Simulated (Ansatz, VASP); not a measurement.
# One calculation of MgO, two programs

The input INCAR:

```
PREC = Accurate
ENCUT = 520
EDIFF = 1E-7
ISMEAR = -1
SIGMA = 0.02
LREAL = F
LASPH = T
NELM = 80
ALGO = Normal
ISIF = 2
LWAVE = F
LCHARG = F
GGA = PE
NBANDS = 11
```

Contents of KPOINTS:

```
Automatic mesh
0
Gamma
  10 10 10
```

File POSCAR:

```
MgO
1.0
   -0.0186088284      2.1045802612      2.1045802612
    2.1045802612     -0.0186088284      2.1045802612
    2.1045802612      2.1045802612     -0.0186088284
Mg O
1 1
Direct
    0.0000000000      0.0000000000      0.0000000000
    0.5000000000      0.5000000000      0.5000000000
```

Input for Ansatz:

```yaml
crystal:
  lattice:
    - [-0.0186088284, 2.1045802612, 2.1045802612]
    - [2.1045802612, -0.0186088284, 2.1045802612]
    - [2.1045802612, 2.1045802612, -0.0186088284]
  atoms:
    - { symbol: Mg, position: [0.0, 0.0, 0.0] }
    - { symbol: O, position: [0.5, 0.5, 0.5] }
kpoints:
  mp_grid: { grid: [10, 10, 10] }
  band_path:
    path:
      - [0.0, 0.0, 0.0]
      - [0.5, 0.0, 0.5]
      - [0.625, 0.25, 0.625]
      - [0.375, 0.375, 0.75]
      - [0.5, 0.5, 0.5]
      - [0.5, 0.25, 0.75]
    npoints: 1
hamiltonian:
  xc: pbe
scf:
  occupations: { method: fermi_dirac, width: 0.02 }
  n_extra_bands: 4
output:
  forces: true
  stress: true
  eigenvalues: true
  write_density: true
  write_potential: true
  elf: true
  volumetric_format: npy
```

Change from the starting cell: epitaxial_111 strain +1.0%.

Alike in both runs: task single point; functional PBE; k mesh 10 × 10 × 10; occupations fermi-dirac, width 0.02 eV; no spin polarisation.

|  | VASP | Ansatz |
| --- | --- | --- |
| version | VASP 6.6.1 | Ansatz 0.2.0 |
| potentials or method | VASP PAW PBE potentials, release 64 (Mg, O) | plane waves, PAW |
| plane-wave cutoff (eV) | 520 | 420 |
| valence electrons in the cell | 8 | 16 |

Ansatz gave:

- gap on the k mesh at the Fermi level (eV): 4.57
- pressure (GPa): 2.9
- traceless stress, the component that is largest in VASP (GPa): 1.25

Question: Which values does VASP return?

Answer: gap on the k mesh at the Fermi level (eV): 4.55; pressure (GPa): 2.1; traceless stress, the component that is largest in VASP (GPa): 1.26.

VASP's potentials hold 8 valence electrons a cell and Ansatz's 16, so a difference there can come from the potentials and not from the codes.
